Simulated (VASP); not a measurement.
Wanted: the native input for a VASP 6.6.1 run.

```
Task                   : single point
Functional             : PBEsol
Potentials or basis    : VASP PAW PBE potentials, release 64 (Mg, S)
Cutoff                 : 520 eV
k mesh                 : 6 × 6 × 6
Occupations            : gaussian, width 0.02 eV
Spin                   : no spin polarisation
Dipole correction      : no
Further INCAR settings : ALGO = Normal; EDIFF = 1e-06; NBANDS = 11
```

The structure of MgS lies in POSCAR:

```
MgS
1.0
    0.0000000000      2.8331200000      2.8331200000
    2.8331200000      0.0000000000      2.8331200000
    2.8331200000      2.8331200000      0.0000000000
Mg S
1 1
Direct
    0.0000000000      0.0000000000      0.0000000000
    0.7500000000      0.7500000000      0.7500000000
```

The input as run:

INCAR

```
SYSTEM = MgS
PREC = Accurate
ENCUT = 520
EDIFF = 1E-6
ISMEAR = 0
SIGMA = 0.02
LREAL = .False.
LASPH = .True.
NELM = 60
ALGO = Normal
ISIF = 2
LWAVE = .False.
LCHARG = .False.
GGA = PS
NBANDS = 11
```

KPOINTS

```
regular mesh
0
Gamma
  6 6 6
  0 0 0
```

Potentials or basis: VASP PAW PBE potentials, release 64 (Mg, S).

The run is started by

```bash
$ cat potpaw_PBE.64/Mg/POTCAR potpaw_PBE.64/S/POTCAR > POTCAR
$ mpirun -np 1 vasp_std > vasp.out
```

It gave:

```yaml
Pressure: -0.5 GPa
Band_gap_on_the_k_mesh: 3.28 eV, direct
```

Caveat: the PAW data sets were made with another functional, which shifts forces and pressure a little.

Run time: 8.7 s on 1 thread of Intel(R) Xeon(R) Platinum 8259CL CPU @ 2.50GHz (Skylake/Cascade Lake), on a shared host, peak memory 0.16 GiB.
